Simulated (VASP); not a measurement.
# InP (m.bgw) (F-43m) in VASP: single point with PBE

Aim: the single point of InP (m.bgw) with PBE.

All numbers are computed with VASP 6.6.1; they aren't measurements. Logs are shortened: lines on timing, memory, paths and dates and some standing lists are left out, and cuts for length are marked.

## Step 1: The cell of the first run

Symmetry: F-43m, No. 216, cubic system. Conventional cell: a = 5.960 Å, b = 5.960 Å, c = 5.960 Å, α = 90.00°, β = 90.00°, γ = 90.00°. Within 3.4 Å of In (site symmetry -43m) lie 4 P at 2.58 Å. Within 3.4 Å of P (site symmetry -43m) lie 4 In at 2.58 Å.

## Step 2: Single point, PBE

File INCAR:

```
PREC = Accurate ; ENCUT = 500
EDIFF = 1E-6 ; ISMEAR = 0
SIGMA = 0.01 ; LREAL = F
LASPH = T ; NELM = 120
ALGO = Normal ; ISIF = 2
LWAVE = F ; LCHARG = F
GGA = PE ; NBANDS = 16
GGA_COMPAT = F
```

File KPOINTS:

```
regular mesh
0
Gamma
  4 4 4
```

File POSCAR:

```
InP
1.0
    0.0000000000      2.9799784699      2.9799784699
    2.9799784699      0.0000000000      2.9799784699
    2.9799784699      2.9799784699      0.0000000000
In P
1 1
Direct
    0.0000000000      0.0000000000      0.0000000000
    0.2500000000      0.2500000000      0.2500000000
```

Potentials or basis: VASP PAW PBE potentials, release 64 (In_d, P).

Run with:

```console
> cat potpaw_PBE.64/In_d/POTCAR potpaw_PBE.64/P/POTCAR > POTCAR
> mpirun -np 1 vasp_std > vasp.out
```

OUTCAR:

```text
PREC = Accurate
   ENCUT = 500
   EDIFF = 1E-6
   ISMEAR = 0
   LREAL = F
   LASPH = T
   NELM = 120
   ISIF = 2
   GGA = PE

 ion  position               nearest neighbor table
   1  0.000  0.000  0.000-   2 2.58   2 2.58   2 2.58   2 2.58
   2  0.250  0.250  0.250-   1 2.58   1 2.58   1 2.58   1 2.58

  LATTYP: Found a face centered cubic cell.
 ALAT       =     5.9599569398

  Lattice vectors:

 A1 = (   0.0000000000,   2.9799784699,   2.9799784699)
 A2 = (   2.9799784699,   0.0000000000,   2.9799784699)
 A3 = (   2.9799784699,   2.9799784699,   0.0000000000)

Analysis of symmetry for initial positions (statically):
=====================================================================
 Subroutine PRICEL returns:
 Original cell was already a primitive cell.

 Routine SETGRP: Setting up the symmetry group for a
 face centered cubic supercell.

 Subroutine GETGRP returns: Found 24 space group operations
 (whereof 24 operations were pure point group operations)
 out of a pool of 48 trial point group operations.

The static configuration has the point symmetry T_d .

Analysis of symmetry for dynamics (positions and initial velocities):
=====================================================================
 Subroutine PRICEL returns:
 Original cell was already a primitive cell.

 Routine SETGRP: Setting up the symmetry group for a
 face centered cubic supercell.

 Subroutine GETGRP returns: Found 24 space group operations
 (whereof 24 operations were pure point group operations)
 out of a pool of 48 trial point group operations.

The dynamic configuration has the point symmetry T_d .

 Subroutine INISYM returns: Found 24 space group operations
 (whereof 24 operations are pure point group operations),
 and found     1 'primitive' translations

----------------------------------------------------------------------------------------

                                     Primitive cell

  volume of cell :      52.9260

  direct lattice vectors                    reciprocal lattice vectors
     0.000000000  2.979978470  2.979978470    -0.167786447  0.167786447  0.167786447
     2.979978470  0.000000000  2.979978470     0.167786447 -0.167786447  0.167786447
     2.979978470  2.979978470  0.000000000     0.167786447  0.167786447 -0.167786447

  length of vectors
     4.214325968  4.214325968  4.214325968     0.290614651  0.290614651  0.290614651

  position of ions in fractional coordinates (direct lattice)
     0.000000000  0.000000000  0.000000000
     0.250000000  0.250000000  0.250000000

  ion indices of the primitive-cell ions
   primitive index   ion index
                 1           1
                 2           2

----------------------------------------------------------------------------------------

 KPOINTS: regular mesh

Automatic generation of k-mesh.
 Grid dimensions read from file:
 generate k-points for:    4    4    4

 Generating k-lattice:

  Cartesian coordinates                     Fractional coordinates (reciprocal lattice)
    -0.041946612  0.041946612  0.041946612     0.250000000  0.000000000  0.000000000
     0.041946612 -0.041946612  0.041946612     0.000000000  0.250000000  0.000000000
     0.041946612  0.041946612 -0.041946612     0.000000000  0.000000000  0.250000000

  Length of vectors
     0.072653663  0.072653663  0.072653663

  Shift w.r.t. Gamma in fractional coordinates (k-lattice)
     0.000000000  0.000000000  0.000000000

 Subroutine IBZKPT returns following result:
 ===========================================

 Found      8 irreducible k-points:

 Following reciprocal coordinates:
            Coordinates               Weight
  0.000000  0.000000  0.000000      1.000000
  0.250000  0.000000  0.000000      8.000000
  0.500000  0.000000  0.000000      4.000000
  0.250000  0.250000  0.000000      6.000000
  0.500000  0.250000  0.000000     24.000000
 -0.250000  0.250000  0.000000     12.000000
  0.500000  0.500000  0.000000      3.000000
 -0.250000  0.500000  0.250000      6.000000
   k-points           NKPTS =      8   k-points in BZ     NKDIM =      8   number of bands    NBANDS=     16
   number of dos      NEDOS =    301   number of ions     NIONS =      2
   total plane-waves  NPLWV =  32768
   dimension x,y,z NGX =    32 NGY =   32 NGZ =   32
   dimension x,y,z NGXF=    64 NGYF=   64 NGZF=   64
   ions per type =               1   1
   NGX,Y,Z   is equivalent  to a cutoff of  12.62, 12.62, 12.62 a.u.
   NGXF,Y,Z  is equivalent  to a cutoff of  25.25, 25.25, 25.25 a.u.
 SYSTEM =  unknown system
   PREC   = accura    normal or accurate (medium, high low for compatibility)
   ISTART =      0    job   : 0-new  1-cont  2-samecut
   ICHARG =      2    charge: 1-file 2-atom 10-const
   ISPIN  =      1    spin polarized calculation?
   LNONCOLLINEAR =      F non collinear calculations
   LSORBIT =      F    spin-orbit coupling
   LASPH  =      T    aspherical Exc in radial PAW
   ENCUT  =  500.0 eV  36.75 Ry    6.06 a.u.   7.68  7.68  7.68*2*pi/ulx,y,z
   NELM   =    120;   NELMIN=  2; NELMDL= -5     # of ELM steps
   EDIFF  = 0.1E-05   stopping-criterion for ELM
   LREAL  =      F    real-space projection
   EDIFFG = 0.1E-04   stopping-criterion for IOM
   NSW    =      0    number of steps for IOM
   IBRION =     -1    ionic relax: 0-MD 1-quasi-New 2-CG
   NFREE  =      0    steps in history (QN), initial steepest desc. (CG)
   ISIF   =      2    stress and relaxation
   ISYM   =      2    0-nonsym 1-usesym 2-fastsym
   POTIM  = 0.5000    time-step for ionic-motion
   TEBEG  =    0.0;   TEEND  =   0.0 temperature during run
   PSTRESS=    0.0 pullay stress
   NELECT =      18.0000    total number of electrons
   NUPDOWN=      -1.0000    fix difference up-down
   EMIN   =  10.00;   EMAX   =-10.00  energy-range for DOS
   EFERMI =   0.00;   METHOD = LEGACY
   ISMEAR =     0;   SIGMA  =   0.01  broadening in eV -4-tet -1-fermi 0-gaus
   EFERMI_NEDOS =   21; number of points for ismear=-14 and -15
   IALGO  =     38    algorithm
   IMIX   =      4    mixing-type and parameters
     AMIX     =   0.40;   BMIX     =  1.00
     AMIX_MAG =   1.60;   BMIX_MAG =  1.00
  volume/ion in A,a.u.               =      26.46       178.58
  Fermi-wavevector in a.u.,A,eV,Ry     =   1.142727  2.159441 17.766832  1.305825
  Thomas-Fermi vector in A             =   2.279424
   LORBIT       =      0    0 simple, 1 ext, 2 COOP (PROOUT), +10 PAW based schemes
   GGA     = PE    functional components
   LHFCALC =     F    Hartree Fock is set to
   AEXX    =    0.0000 exact exchange contribution
   IVDW    =     0    specifies the selected vdW correction
   LEPSILON=     F    determine dielectric tensor
   LRPA    =     F    only Hartree local field effects (RPA)
 non-spin polarized calculation
 Gauss-broadening in eV      SIGMA  =   0.01
  energy-cutoff  :      500.00
  volume of cell :       52.93
 maximum number of plane-waves:      1363
 NGX is ok and might be reduce to    32
   NGX = 15   NGY = 15   NGZ = 15

 number of electron      18.0000005 magnetization

 Free energy of the ion-electron system (eV)
  ---------------------------------------------------
  ext. energy  EPLUGINS =         0.00000000
  ---------------------------------------------------
  free energy    TOTEN  =        -8.30021835 eV

  energy without entropy =       -8.30021835  energy(sigma->0) =       -8.30021835

 E-fermi :   4.8069     XC(G=0):  -9.0417

 val. band max:        4.7000022140   @ k =   0.0000   0.0000   0.0000
 cond. band min:       5.1225001517   @ k =   0.0000   0.0000   0.0000
 fundamental gap:      0.4224979377
 Fermi energy:         4.8069292315

 k-point     1 :       0.0000    0.0000    0.0000
  band No.  band energies     occupation
      1      -9.4463      2.00000
      2      -9.4463      2.00000
      3      -9.4463      2.00000
      4      -9.3199      2.00000
      5      -9.3199      2.00000
      6      -6.4901      2.00000
      7       4.7000      2.00000
      8       4.7000      2.00000
      9       4.7000      2.00000
     10       5.1225      0.00000
     11       8.7564      0.00000
     12       8.7564      0.00000
     13       8.7564      0.00000
     14      13.0350      0.00000
     15      14.0434      0.00000
     16      14.0434      0.00000

 k-point     2 :       0.2500    0.0000    0.0000
  band No.  band energies     occupation
      1      -9.4950      2.00000
      2      -9.4268      2.00000
      3      -9.4268      2.00000
      4      -9.3176      2.00000
      5      -9.3176      2.00000
      6      -5.8671      2.00000
      7       1.3371      2.00000
      8       4.1821      2.00000
      9       4.1821      2.00000
     10       6.3298      0.00000
     11       9.4272      0.00000
     12       9.4272      0.00000
     13       9.8695      0.00000
     14      13.2158      0.00000
     15      13.2158      0.00000
     16      13.7118      0.00000

 k-point     3 :       0.5000    0.0000    0.0000
  band No.  band energies     occupation
      1      -9.5407      2.00000
      2      -9.4138      2.00000
      3      -9.4138      2.00000
      4      -9.3084      2.00000
      5      -9.3084      2.00000
      6      -4.9216      2.00000
      7      -0.7950      2.00000
      8       3.7940      2.00000
      9       3.7940      2.00000
     10       6.0572      0.00000
     11       9.4722      0.00000
     12       9.4722      0.00000
     13      11.6790      0.00000
     14      13.9492      0.00000
     15      15.1988      0.00000
     16      15.1988      0.00000

 k-point     4 :       0.2500    0.2500    0.0000
  band No.  band energies     occupation
      1      -9.5290      2.00000
      2      -9.4036      2.00000
      3      -9.4036      2.00000
      4      -9.3386      2.00000
      5      -9.3052      2.00000
      6      -5.6594      2.00000
      7       1.3838      2.00000
      8       3.3881      2.00000
      9       3.3881      2.00000
     10       7.1906      0.00000
     11       7.6778      0.00000
     12      10.9325      0.00000
     13      10.9325      0.00000
     14      11.5403      0.00000
     15      14.5924      0.00000
     16      16.4444      0.00000

 k-point     5 :       0.5000    0.2500    0.0000
  band No.  band energies     occupation
      1      -9.5616      2.00000
      2      -9.3944      2.00000
      3      -9.3842      2.00000
      4      -9.3357      2.00000
      5      -9.3020      2.00000
      6      -4.6774      2.00000
      7      -0.4544      2.00000
      8       2.1530      2.00000
      9       3.0774      2.00000
     10       7.2146      0.00000
     11       8.9501      0.00000
     12      10.7834      0.00000
     13      11.2460      0.00000
     14      13.8818      0.00000
     15      15.3286      0.00000
     16      16.3883      0.00000

 k-point     6 :      -0.2500    0.2500    0.0000
  band No.  band energies     occupation
      1      -9.5369      2.00000
      2      -9.4079      2.00000
      3      -9.4017      2.00000
      4      -9.3206      2.00000
      5      -9.3151      2.00000
      6      -5.0288      2.00000
      7       0.0596      2.00000
      8       2.0579      2.00000
      9       3.7439      2.00000
     10       7.5582      0.00000
     11       9.6773      0.00000
     12      10.1537      0.00000
     13      10.2441      0.00000
     14      12.7430      0.00000
     15      14.8215      0.00000
     16      16.3160      0.00000

 k-point     7 :       0.5000    0.5000    0.0000
  band No.  band energies     occupation
      1      -9.5988      2.00000
      2      -9.3609      2.00000
      3      -9.3591      2.00000
      4      -9.3591      2.00000
      5      -9.2906      2.00000
      6      -4.3193      2.00000
      7      -0.8643      2.00000
      8       2.5328      2.00000
      9       2.5328      2.00000
     10       6.5178      0.00000
     11       6.9433      0.00000
     12      13.6100      0.00000
     13      13.9400      0.00000
     14      13.9400      0.00000
     15      15.4101      0.00000
     16      16.3438      0.00000

 k-point     8 :      -0.2500    0.5000    0.2500
  band No.  band energies     occupation
      1      -9.5695      2.00000
      2      -9.3965      2.00000
      3      -9.3657      2.00000
      4      -9.3363      2.00000
      5      -9.3070      2.00000
      6      -4.2562      2.00000
      7      -0.7264      2.00000
      8       1.9404      2.00000
      9       1.9924      2.00000
     10       8.8609      0.00000
     11       8.9694      0.00000
     12      10.1133      0.00000
     13      10.8979      0.00000
     14      14.4890      0.00000
     15      15.7916      0.00000
     16      16.4867      0.00000

------------------------ aborting loop because EDIFF is reached ----------------------------------------

  FORCE on cell =-STRESS in cart. coord.  units (eV):
  Direction    XX          YY          ZZ          XY          YZ          ZX
  --------------------------------------------------------------------------------------
  -------------------------------------------------------------------------------------
  Total        0.0230504      0.0230504      0.0230504      0.0000000      0.0000000     -0.0000000
  in kB        0.6977827      0.6977827      0.6977827      0.0000000      0.0000000     -0.0000000
  external PRESSURE =       0.6977827 kB  Pullay stress =       0.0000000 kB

 VOLUME and BASIS-vectors are now :
 -----------------------------------------------------------------------------
  energy-cutoff  :      500.00
  volume of cell :       52.93
      direct lattice vectors                 reciprocal lattice vectors
     0.000000000  2.979978470  2.979978470    -0.167786447  0.167786447  0.167786447
     2.979978470  0.000000000  2.979978470     0.167786447 -0.167786447  0.167786447
     2.979978470  2.979978470  0.000000000     0.167786447  0.167786447 -0.167786447

 POSITION                                       TOTAL-FORCE (eV/Angst)
 -----------------------------------------------------------------------------------
      0.00000      0.00000      0.00000        -0.000000     -0.000000     -0.000000
      1.48999      1.48999      1.48999         0.000000      0.000000      0.000000
 -----------------------------------------------------------------------------------
    total drift:                               -0.000000     -0.000000     -0.000000

  FREE ENERGIE OF THE ION-ELECTRON SYSTEM (eV)
  ---------------------------------------------------
  free  energy   TOTEN  =        -8.3002183487 eV

  energy  without entropy=       -8.3002183487  energy(sigma->0) =       -8.30021835
```

Run time: 15 s. Hardware: 1 thread of Intel Xeon 8259CL, shared host; peak memory 0.17 GiB.

Results:

- Free energy: -8.3002 eV
- Pressure: 0.1 GPa
- Band gap on the k mesh: 0.42 eV, direct

Levels at points of the mesh, in eV from the valence-band top:
```
           k point  band 6  band 7  band 8  band 9  band 10  band 11  band 12  band 13
(0.00, 0.00, 0.00)  -11.19    0.00    0.00    0.00     0.42     4.06     4.06     4.06
(0.50, 0.00, 0.00)   -9.62   -5.50   -0.91   -0.91     1.36     4.77     4.77     6.98
(0.50, 0.50, 0.00)   -9.02   -5.56   -2.17   -2.17     1.82     2.24     8.91     9.24
```

Caveat: the k points lie up to 0.46 Å⁻¹ apart; spin-orbit coupling is left out, which moves the levels of the heavy elements. Expect the measured gap to be larger: semilocal functionals such as PBE lack the derivative discontinuity.
